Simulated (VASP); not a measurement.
# C (P-6m2) in VASP: notebook

C is run at these levels: PBEsol; tasks: single point, relaxation of cell and atoms.

Everything below comes from runs of VASP 6.6.1. Logs are shortened: lines on timing, memory, paths and dates and some standing lists are left out, and cuts for length are marked.

## 1. The cell of the first run

It takes space group P-6m2 (No. 187, hexagonal). The conventional cell has a = 2.502 Å, b = 2.502 Å, c = 16.587 Å, α = 90.00°, β = 90.00°, γ = 120.00°. Within 2.0 Å of C (site symmetry 3m) lie 4 C at 1.54 to 1.56 Å. C (site symmetry 3m) has 4 C at 1.54 to 1.56 Å within 2.0 Å. Within 2.0 Å of C (site symmetry 3m) lie 4 C at 1.54 to 1.56 Å. Within 2.0 Å of C (site symmetry 3m) lie 4 C at 1.54 to 1.56 Å. C (site symmetry 3m) has 4 C at 1.53 to 1.56 Å within 2.0 Å. C (site symmetry 3m) has 4 C at 1.53 to 1.54 Å within 2.0 Å. Within 2.0 Å of C (site symmetry 3m) lie 4 C at 1.53 to 1.54 Å. C (site symmetry 3m) has 4 C at 1.53 to 1.56 Å within 2.0 Å.

## 2. Single point, PBEsol

The input, INCAR:

```
SYSTEM = C
ALGO = Normal ; EDIFF = 1E-6
ENCUT = 1300 ; GGA = PS
GGA_COMPAT = .False. ; ISIF = 2
ISMEAR = 0 ; LASPH = .True.
LCHARG = .False. ; LREAL = Auto
LWAVE = .False. ; NBANDS = 46
NELM = 120 ; PREC = Accurate
SIGMA = 0.02
```

The input, KPOINTS:

```
k-points
0
Gamma
  12 12 2
  0 0 0
```

The input, POSCAR:

```
C
1.0
    2.5020797648      0.0000000000      0.0000000000
   -1.2510398824      2.1668646386      0.0000000000
    0.0000000000      0.0000000000     16.5865956475
C
16
Direct
    0.0000000000      0.0000000000     -0.0005138208
    0.0000000000      0.0000000000      0.0934144249
    0.3333333333      0.6666666667      0.1249115630
    0.3333333333      0.6666666667      0.2188384370
    0.0000000000      0.0000000000      0.2503355751
    0.0000000000      0.0000000000      0.3442638208
    0.3333333333      0.6666666667      0.3757345719
    0.3333333333      0.6666666667      0.4697543757
    0.0000000000      0.0000000000      0.5009885655
    0.0000000000      0.0000000000      0.5936114320
    0.6666666667      0.3333333333      0.6248136006
    0.6666666667      0.3333333333      0.7189363994
    0.0000000000      0.0000000000      0.7501385680
    0.0000000000      0.0000000000      0.8427614345
    0.3333333333      0.6666666667      0.8739956243
    0.3333333333      0.6666666667      0.9680154281
```

Potentials or basis: VASP PAW PBE potentials, release 64 (C_h).

On the command line:

```
> cat potpaw_PBE.64/C_h/POTCAR > POTCAR
> mpirun -np 1 vasp_std > vasp.out
```

OUTCAR:

```text
SYSTEM = C
   EDIFF = 1E-6
   ENCUT = 1300
   GGA = PS
   ISIF = 2
   ISMEAR = 0
   LASPH = .True.
   LREAL = Auto
   NELM = 120
   PREC = Accurate

 ion  position               nearest neighbor table
   1  0.000  0.000  0.999-
   2  0.000  0.000  0.093-
   3  0.333  0.667  0.125-
   4  0.333  0.667  0.219-
   5  0.000  0.000  0.250-
   6  0.000  0.000  0.344-
[... 8 lines left out ...]
  15  0.333  0.667  0.874-
  16  0.333  0.667  0.968-

  LATTYP: Found a hexagonal cell.
 ALAT       =     2.5020797648
 C/A-ratio  =     6.6291234520

  Lattice vectors:

 A1 = (   2.5020797648,   0.0000000000,   0.0000000000)
 A2 = (  -1.2510398824,   2.1668646386,   0.0000000000)
 A3 = (   0.0000000000,   0.0000000000,  16.5865956475)

Analysis of symmetry for initial positions (statically):
=====================================================================
 Subroutine PRICEL returns:
 Original cell was already a primitive cell.

 Routine SETGRP: Setting up the symmetry group for a
 hexagonal supercell.

 Subroutine GETGRP returns: Found 12 space group operations
 (whereof  6 operations were pure point group operations)
 out of a pool of 24 trial point group operations.

The static configuration has the point symmetry C_3v.
 The point group associated with its full space group is D_3h.

Analysis of symmetry for dynamics (positions and initial velocities):
=====================================================================
 Subroutine PRICEL returns:
 Original cell was already a primitive cell.

 Routine SETGRP: Setting up the symmetry group for a
 hexagonal supercell.

 Subroutine GETGRP returns: Found 12 space group operations
 (whereof  6 operations were pure point group operations)
 out of a pool of 24 trial point group operations.

The dynamic configuration has the point symmetry C_3v.
 The point group associated with its full space group is D_3h.

 Subroutine INISYM returns: Found 12 space group operations
 (whereof  6 operations are pure point group operations),
 and found     1 'primitive' translations

----------------------------------------------------------------------------------------

                                     Primitive cell

  volume of cell :      89.9270

  direct lattice vectors                    reciprocal lattice vectors
     2.502079765  0.000000000  0.000000000     0.399667514  0.230748147  0.000000000
    -1.251039882  2.166864639  0.000000000     0.000000000  0.461496294  0.000000000
     0.000000000  0.000000000 16.586595648     0.000000000  0.000000000  0.060289647

  length of vectors
     2.502079765  2.502079765 16.586595648     0.461496294  0.461496294  0.060289647

  position of ions in fractional coordinates (direct lattice)
     0.000000000  0.000000000  0.999486179
     0.000000000  0.000000000  0.093414425
     0.333333333  0.666666667  0.124911563
     0.333333333  0.666666667  0.218838437
     0.000000000  0.000000000  0.250335575
     0.000000000  0.000000000  0.344263821
[... 8 lines left out ...]
     0.333333333  0.666666667  0.873995624
     0.333333333  0.666666667  0.968015428

  ion indices of the primitive-cell ions
   primitive index   ion index
                 1           1
                 2           2
                 3           3
                 4           4
                 5           5
                 6           6
[... 8 lines left out ...]
                15          15
                16          16

----------------------------------------------------------------------------------------

 KPOINTS: k-points

Automatic generation of k-mesh.
 Grid dimensions read from file:
 generate k-points for:   12   12    2

 Generating k-lattice:

  Cartesian coordinates                     Fractional coordinates (reciprocal lattice)
     0.033305626  0.019229012  0.000000000     0.083333333 -0.000000000  0.000000000
     0.000000000  0.038458024  0.000000000     0.000000000  0.083333333  0.000000000
     0.000000000  0.000000000  0.030144824     0.000000000  0.000000000  0.500000000

  Length of vectors
[... 52 lines left out ...]
 Fermi energy:        11.4657531047

 k-point     1 :       0.0000    0.0000    0.0000
  band No.  band energies     occupation
      1     -10.6012      2.00000
      2     -10.1720      2.00000
      3     -10.1684      2.00000
      4      -8.9247      2.00000
      5      -8.8734      2.00000
      6      -6.8502      2.00000
[... 36 lines left out ...]
     43      18.4265      0.00000
     44      18.8595      0.00000

 k-point     2 :       0.0833    0.0000    0.0000
  band No.  band energies     occupation
      1     -10.4274      2.00000
      2      -9.9988      2.00000
      3      -9.9953      2.00000
      4      -8.7535      2.00000
      5      -8.7026      2.00000
      6      -6.6843      2.00000
[... 36 lines left out ...]
     43      18.8063      0.00000
     44      18.9853      0.00000

 k-point     3 :       0.1667    0.0000    0.0000
  band No.  band energies     occupation
      1      -9.9079      2.00000
      2      -9.4812      2.00000
      3      -9.4778      2.00000
      4      -8.2421      2.00000
      5      -8.1925      2.00000
      6      -6.1890      2.00000
[... 36 lines left out ...]
     43      18.7763      0.00000
     44      20.0550      0.00000

 k-point     4 :       0.2500    0.0000    0.0000
  band No.  band energies     occupation
      1      -9.0490      2.00000
      2      -8.6259      2.00000
      3      -8.6227      2.00000
      4      -7.3977      2.00000
      5      -7.3509      2.00000
      6      -5.3737      2.00000
[... 882 lines left out ...]
     43      19.4673      0.00000
     44      19.5594      0.00000

 k-point    23 :       0.2500    0.0000    0.5000
  band No.  band energies     occupation
      1      -8.9640      2.00000
      2      -8.9192      2.00000
      3      -8.1200      2.00000
      4      -8.0816      2.00000
      5      -6.4705      2.00000
      6      -6.4429      2.00000
[... 36 lines left out ...]
     43      19.9649      0.00000
     44      20.0887      0.00000

 k-point    24 :       0.3333    0.0000    0.5000
  band No.  band energies     occupation
      1      -7.7810      2.00000
      2      -7.7402      2.00000
      3      -6.9491      2.00000
      4      -6.9156      2.00000
      5      -5.3304      2.00000
      6      -5.3093      2.00000
[... 36 lines left out ...]
     43      19.6421      0.00000
     44      19.6457      0.00000

 [... further k-points ...]

 [bands above 44 left out]

------------------------ aborting loop because EDIFF is reached ----------------------------------------

  FORCE on cell =-STRESS in cart. coord.  units (eV):
  Direction    XX          YY          ZZ          XY          YZ          ZX
  --------------------------------------------------------------------------------------
  -------------------------------------------------------------------------------------
  Total        0.0971261      0.0971261      0.0534694      0.0000000      0.0000000      0.0000000
  in kB        1.7304400      1.7304400      0.9526323      0.0000000      0.0000000      0.0000000
  external PRESSURE =       1.4711708 kB  Pullay stress =       0.0000000 kB

 VOLUME and BASIS-vectors are now :
 -----------------------------------------------------------------------------
  energy-cutoff  :     1300.00
  volume of cell :       89.93
      direct lattice vectors                 reciprocal lattice vectors
     2.502079765  0.000000000  0.000000000     0.399667514  0.230748147  0.000000000
    -1.251039882  2.166864639  0.000000000     0.000000000  0.461496294  0.000000000
     0.000000000  0.000000000 16.586595648     0.000000000  0.000000000  0.060289647

 POSITION                                       TOTAL-FORCE (eV/Angst)
 -----------------------------------------------------------------------------------
      0.00000      0.00000     16.57807         0.000000      0.000000     -0.005446
      0.00000      0.00000      1.54943        -0.000000      0.000000     -0.003813
     -0.00000      1.44458      2.07186         0.000000      0.000000      0.001393
     -0.00000      1.44458      3.62978        -0.000000      0.000000     -0.001393
      0.00000      0.00000      4.15221        -0.000000      0.000000      0.003813
      0.00000      0.00000      5.71016         0.000000      0.000000      0.005446
[... 8 lines left out ...]
     -0.00000      1.44458     14.49661        -0.000000      0.000000     -0.005501
     -0.00000      1.44458     16.05608        -0.000000     -0.000000     -0.001277
 -----------------------------------------------------------------------------------
    total drift:                                0.000000     -0.000000      0.000001

  FREE ENERGIE OF THE ION-ELECTRON SYSTEM (eV)
  ---------------------------------------------------
  free  energy   TOTEN  =      -153.9645542023 eV

  energy  without entropy=     -153.9645542023  energy(sigma->0) =     -153.96455420
```

Wall time 6.7 min (1 thread of Intel Xeon 6975P-C (Granite Rapids), shared host); peak memory 0.64 GiB.

What came out:

```yaml
Free_energy: -153.9646 eV
Pressure: 0.1 GPa
Largest_force: 0.006 eV/Å
Band_gap_on_the_k_mesh: 3.61 eV (least direct gap 5.07 eV)
```

Forces on the atoms (eV/Å):
```
C    0.000  0.000 -0.005
C    0.000  0.000 -0.004
C    0.000  0.000  0.001
C    0.000  0.000 -0.001
C    0.000  0.000  0.004
C    0.000  0.000  0.005
C    0.000  0.000  0.001
C    0.000  0.000  0.006
C    0.000  0.000  0.001
C    0.000  0.000 -0.001
C    0.000  0.000  0.001
C    0.000  0.000 -0.001
C    0.000  0.000  0.001
C    0.000  0.000 -0.001
C    0.000  0.000 -0.006
C    0.000  0.000 -0.001
```

Levels at points of the mesh, in eV from the valence-band top:
| k point | band 30 | band 31 | band 32 | band 33 | band 34 | band 35 |
| --- | --- | --- | --- | --- | --- | --- |
| (0.00, 0.00, 0.00) | -0.38 | 0.00 | 0.00 | 5.07 | 5.07 | 5.37 |
| (0.50, 0.00, 0.00) | -3.80 | -3.80 | -3.10 | 4.41 | 4.77 | 4.78 |
| (0.00, 0.00, 0.50) | -0.24 | -0.15 | -0.15 | 5.21 | 5.21 | 5.39 |
| (0.50, 0.00, 0.50) | -4.18 | -3.30 | -3.29 | 4.50 | 4.51 | 5.22 |

Caveat: the PAW data sets were made with another functional, which shifts forces and pressure a little. A k mesh can miss the band edges.

## 3. Relaxation of cell and atoms, PBEsol

This run uses another cell than the first one: it holds 12 atoms, not 16.

The input, INCAR:

```
SYSTEM = C
ALGO = Normal
EDIFF = 1E-6
EDIFFG = -0.01
ENCUT = 600
GGA = PS
IBRION = 2
ISIF = 3
ISMEAR = 0
LASPH = .TRUE.
LCHARG = .FALSE.
LREAL = .FALSE.
LWAVE = .FALSE.
NELM = 80
NSW = 65
PREC = Accurate
SIGMA = 0.02
```

The input, KPOINTS:

```
k-points
0
G
  12 12 2
  0 0 0
```

The input, POSCAR:

```
C
1.0
    2.4988149889      0.0000000000      0.0000000000
   -1.2494074945      2.1640372598      0.0000000000
    0.0000000000      0.0000000000     12.4825075664
C
12
Direct
    0.0000000000      0.0000000000      0.0000000000
    0.0000000000      0.0000000000      0.1250000000
    0.3333333333      0.6666666667      0.1666666667
    0.3333333333      0.6666666667      0.2916666667
    0.6666666667      0.3333333333      0.3333333333
    0.6666666667      0.3333333333      0.4583333333
    0.3333333333      0.6666666667      0.5000000000
    0.3333333333      0.6666666667      0.6250000000
    0.6666666667      0.3333333333      0.6666666667
    0.6666666667      0.3333333333      0.7916666667
    0.3333333333      0.6666666667      0.8333333333
    0.3333333333      0.6666666667      0.9583333333
```

Potentials or basis: VASP PAW PBE potentials, release 64 (C).

On the command line:

```
> cat potpaw_PBE.64/C/POTCAR > POTCAR
> mpirun -np 1 vasp_std > vasp.out
```

Run time: 5.9 min. Hardware: 1 thread of Oxide Virtual Turin-like, shared host; peak memory 0.19 GiB.

It converged, with:

```
Free energy                           : -115.3612 eV
Relaxed volume                        : 5.62 Å³/atom
Relaxed cell                          : a = 2.504 Å, b = 2.504 Å, c = 12.430 Å, α = 90.00°, β = 90.00°, γ = 120.00°
Space group after relaxing (to 0.1 Å) : P-6m2 (No. 187)
Energy gained by relaxing             : 1.4 meV/atom
Ionic steps                           : 9
Pressure after relaxing               : 0.0 GPa
Largest force after relaxing          : 0.006 eV/Å
Band gap on the k mesh                : 3.99 eV (least direct gap 5.13 eV)
```

Forces on the atoms (eV/Å):
```
C    0.000  0.000  0.006
C    0.000  0.000 -0.006
C    0.000  0.000 -0.002
C    0.000  0.000 -0.004
C    0.000  0.000  0.005
C    0.000  0.000  0.000
C    0.000  0.000 -0.003
C    0.000  0.000  0.003
C    0.000  0.000  0.000
C    0.000  0.000 -0.005
C    0.000  0.000  0.004
C    0.000  0.000  0.002
```

Stress tensor (GPa, compression positive):
```
 0.05  0.00  0.00
 0.00  0.05  0.00
 0.00  0.00 -0.10
```

The path:
```csv
step,energy change (eV),largest force (eV/Å),pressure (GPa),volume (Å³)
1,0.0000,0.3722,0.00,67.50
2,0.0069,0.6649,0.10,67.49
3,-0.0148,0.1751,-0.06,67.50
4,-0.0150,0.2117,0.12,67.48
5,-0.0160,0.0881,0.03,67.49
6,-0.0168,0.0345,-0.01,67.49
7,-0.0168,0.0380,-0.01,67.49
8,-0.0170,0.0125,0.00,67.49
9,-0.0170,0.0057,0.00,67.49
```

Final structure:
```xyz
12
Lattice="2.5039 0.0000 0.0000 -1.2520 2.1685 0.0000 0.0000 0.0000 12.4299" Properties=species:S:1:pos:R:3 pbc="T T T"
C     0.0000    0.0000   12.4259
C     0.0000    0.0000    1.5578
C     0.0000    1.4456    2.0755
C     0.0000    1.4456    3.6124
C     1.2520    0.7228    4.1305
C     1.2520    0.7228    5.6905
C     0.0000    1.4456    6.2127
C     0.0000    1.4456    7.7710
C     1.2520    0.7228    8.2932
C     1.2520    0.7228    9.8531
C     0.0000    1.4456   10.3713
C     0.0000    1.4456   11.9081
```

Levels at points of the mesh, in eV from the valence-band top:
```
           k point  band 20  band 21  band 22  band 23  band 24  band 25  band 26  band 27  band 28  band 29
(0.00, 0.00, 0.00)    -1.03    -1.03    -0.33     0.00     0.00     5.13     5.13     5.39     6.29     6.29
(0.50, 0.00, 0.00)    -4.51    -4.38    -4.21    -4.19    -3.07     4.43     5.07     5.07     6.15     6.26
(0.00, 0.00, 0.50)    -1.54    -0.37    -0.37    -0.29    -0.29     5.42     5.42     5.61     5.61     6.04
(0.50, 0.00, 0.50)    -5.07    -4.79    -3.93    -3.41    -3.40     4.58     4.60     5.53     5.86     5.87
```

Caveat: the PAW data sets were made with another functional, which shifts forces and pressure a little.

## 4. Relaxation of cell and atoms, PBEsol

The input, INCAR:

```
SYSTEM = C
  ALGO = Normal
  EDIFF = 1E-6
  EDIFFG = -0.01
  ENCUT = 600
  GGA = PS
  IBRION = 2
  ISIF = 3
  ISMEAR = 0
  LASPH = .TRUE.
  LCHARG = .FALSE.
  LREAL = Auto
  LWAVE = .FALSE.
  NELM = 80
  NSW = 65
  PREC = Accurate
  SIGMA = 0.02
```

KPOINTS is that of step 3.

The input, POSCAR:

```
C
1.0
    2.4988149889      0.0000000000      0.0000000000
   -1.2494074945      2.1640372598      0.0000000000
    0.0000000000      0.0000000000     16.6433434219
C
16
Direct
    0.0000000000      0.0000000000      0.0000000000
    0.0000000000      0.0000000000      0.0937500000
    0.3333333333      0.6666666667      0.1250000000
    0.3333333333      0.6666666667      0.2187500000
    0.0000000000      0.0000000000      0.2500000000
    0.0000000000      0.0000000000      0.3437500000
    0.3333333333      0.6666666667      0.3750000000
    0.3333333333      0.6666666667      0.4687500000
    0.0000000000      0.0000000000      0.5000000000
    0.0000000000      0.0000000000      0.5937500000
    0.6666666667      0.3333333333      0.6250000000
    0.6666666667      0.3333333333      0.7187500000
    0.0000000000      0.0000000000      0.7500000000
    0.0000000000      0.0000000000      0.8437500000
    0.3333333333      0.6666666667      0.8750000000
    0.3333333333      0.6666666667      0.9687500000
```

On the command line:

```
> cat potpaw_PBE.64/C/POTCAR > POTCAR
> mpirun -np 1 vasp_std > vasp.out
```

It took 23 min on 1 thread of Oxide Virtual Turin-like, shared host; peak memory 0.25 GiB.

It converged, with:

```yaml
Free_energy: -153.7771 eV
Energy_gained_by_relaxing: 1.1 meV/atom
Ionic_steps: 9
Pressure_after_relaxing: 0.0 GPa
Largest_force_after_relaxing: 0.009 eV/Å
Band_gap_on_the_k_mesh: 3.61 eV (least direct gap 5.06 eV)
```

Forces in eV/Å, atoms in the order of the input:
```
C    0.000  0.000  0.001
C    0.000  0.000  0.000
C    0.000  0.000  0.002
C    0.000  0.000 -0.002
C    0.000  0.000  0.000
C    0.000  0.000 -0.001
C    0.000  0.000  0.002
C    0.000  0.000 -0.002
C    0.000  0.000  0.003
C    0.000  0.000  0.000
C    0.000  0.000  0.009
C    0.000  0.000 -0.009
C    0.000  0.000  0.000
C    0.000  0.000 -0.003
C    0.000  0.000  0.002
C    0.000  0.000 -0.002
```

Stress tensor (GPa, compression positive):
```
 0.04  0.00  0.00
 0.00  0.04  0.00
 0.00  0.00 -0.05
```

The path:
```tsv
step	energy change (eV)	largest force (eV/Å)	pressure (GPa)	volume (Å³)
1	0.0000	0.3712	0.09	90.00
2	0.0080	0.6420	-0.07	90.04
3	-0.0132	0.1693	-0.05	90.02
4	-0.0136	0.1719	0.10	90.00
5	-0.0146	0.0801	0.03	90.01
6	-0.0160	0.0595	-0.01	90.01
7	-0.0165	0.0684	-0.03	90.01
8	-0.0167	0.0566	0.04	90.00
9	-0.0169	0.0087	0.01	90.01
```

Final structure:
```xyz
16
Lattice="2.5028 0.0000 0.0000 -1.2514 2.1675 0.0000 0.0000 0.0000 16.5916" Properties=species:S:1:pos:R:3 pbc="T T T"
C     0.0000    0.0000   16.5832
C     0.0000    0.0000    1.5499
C     0.0000    1.4450    2.0725
C     0.0000    1.4450    3.6309
C     0.0000    0.0000    4.1535
C     0.0000    0.0000    5.7118
C     0.0000    1.4450    6.2339
C     0.0000    1.4450    7.7938
C     0.0000    0.0000    8.3120
C     0.0000    0.0000    9.8489
C     1.2514    0.7225   10.3666
C     1.2514    0.7225   11.9284
C     0.0000    0.0000   12.4461
C     0.0000    0.0000   13.9830
C     0.0000    1.4450   14.5012
C     0.0000    1.4450   16.0611
```

Levels at points of the mesh, in eV from the valence-band top:
| k point | band 30 | band 31 | band 32 | band 33 | band 34 | band 35 |
| --- | --- | --- | --- | --- | --- | --- |
| (0.00, 0.00, 0.00) | -0.38 | 0.00 | 0.00 | 5.06 | 5.06 | 5.36 |
| (0.50, 0.00, 0.00) | -3.80 | -3.80 | -3.10 | 4.41 | 4.77 | 4.77 |
| (0.00, 0.00, 0.50) | -0.24 | -0.15 | -0.15 | 5.21 | 5.21 | 5.38 |
| (0.50, 0.00, 0.50) | -4.18 | -3.30 | -3.29 | 4.49 | 4.51 | 5.21 |

Caveat: the PAW data sets were made with another functional, which shifts forces and pressure a little.

## 5. Overview

```tsv
task	potentials or basis	cell	cutoff (eV)	gap on the mesh (eV)	pressure (GPa)	relaxed volume (Å³/atom)	largest force (eV/Å)
single point	VASP PAW PBE potentials, release 64 (C_h)	a = 2.502, b = 2.502, c = 16.587 Å, angles 90.0, 90.0, 120.0°, 16 atoms, atomic positions A	1300	3.61	0.1	-	0.01
relaxation of cell and atoms	VASP PAW PBE potentials, release 64 (C)	relaxed from a = 2.499, b = 2.499, c = 12.483 Å, angles 90.0, 90.0, 120.0°, 12 atoms, atomic positions B	600	3.99	0.0	5.62	0.01
relaxation of cell and atoms	VASP PAW PBE potentials, release 64 (C)	relaxed from a = 2.499, b = 2.499, c = 16.643 Å, angles 90.0, 90.0, 120.0°, 16 atoms, atomic positions C	600	3.61	0.0	5.63	0.01
```

Alike in all rows: level PBEsol; no spin polarisation; k mesh 12 × 12 × 2; smearing gaussian 0.02 eV.

Caveats: the PAW data sets were made with another functional, which shifts forces and pressure a little.

Absolute energies hang on the potentials; compare differences alone.
